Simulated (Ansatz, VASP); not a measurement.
**Two plane-wave programs on AlN**

INCAR

```
PREC     = Accurate       # precision mode
ENCUT    = 520            # plane-wave cutoff, eV
EDIFF    = 1E-7           # SCF threshold, eV
ISMEAR   = 0              # smearing method
SIGMA    = 0.01           # smearing width, eV
LREAL    = False          # projectors in reciprocal space
LASPH    = True           # aspherical terms in the spheres
NELM     = 60             # most SCF steps
ALGO     = Normal         # electronic algorithm
ISIF     = 2              # what is computed and relaxed
LWAVE    = False          # write WAVECAR
LCHARG   = False          # write CHGCAR
GGA      = PE             # functional
NBANDS   = 11             # bands
```

File KPOINTS:

```
regular mesh
0
Gamma
  6 6 6
```

File POSCAR:

```
AlN
1.0
    0.0034449416      2.2098356860      2.2098052004
    2.1612012496     -0.0141706765      2.2272256181
    2.1609748476      2.2272626162     -0.0141841632
Al N
1 1
Direct
   -0.0045449802     -0.0135652115     -0.0019326267
    0.7500876715      0.7312001651      0.7429119551
```

Input for Ansatz:

```yaml
crystal:
  lattice:
    - [0.00344494163493779, 2.2098356859661354, 2.2098052003681237]
    - [2.1612012496192596, -0.014170676483593925, 2.227225618058535]
    - [2.1609748476047943, 2.2272626161960267, -0.014184163157996244]
  atoms:
    - { symbol: Al, position: [-0.004544980156396718, -0.013565211531726434, -0.0019326266531473266] }
    - { symbol: "N", position: [0.7500876714653885, 0.7312001650796873, 0.7429119550746767] }
basis:
  ecutwfc: 450.0
kpoints:
  mp_grid:
    grid: [6, 6, 6]
hamiltonian:
  xc: pbe
scf:
  occupations:
    method: fixed
output:
  forces: true
  stress: true
```

Alike in both runs: task single point; functional PBE; k mesh 6 × 6 × 6; no spin polarisation.

```csv
,VASP,Ansatz
version,VASP 6.6.1,Ansatz 0.2.0
potentials or method,"VASP PAW PBE potentials, release 64 (Al, N), cutoff 520 eV","plane waves, PAW"
occupations,"gaussian, width 0.01 eV",fixed
valence electrons in the cell,8,8
```

```tsv
	VASP	Ansatz	Ansatz less VASP
pressure (GPa)	-0.8	-0.5	+0.26
traceless stress, the component that is largest in VASP (GPa)	2.38	2.37	-0.018
rms of the force components (eV/Å)	0.108	0.108	-0.0002
```

Atom by atom the forces differ by 0.000 eV/Å (rms over components).
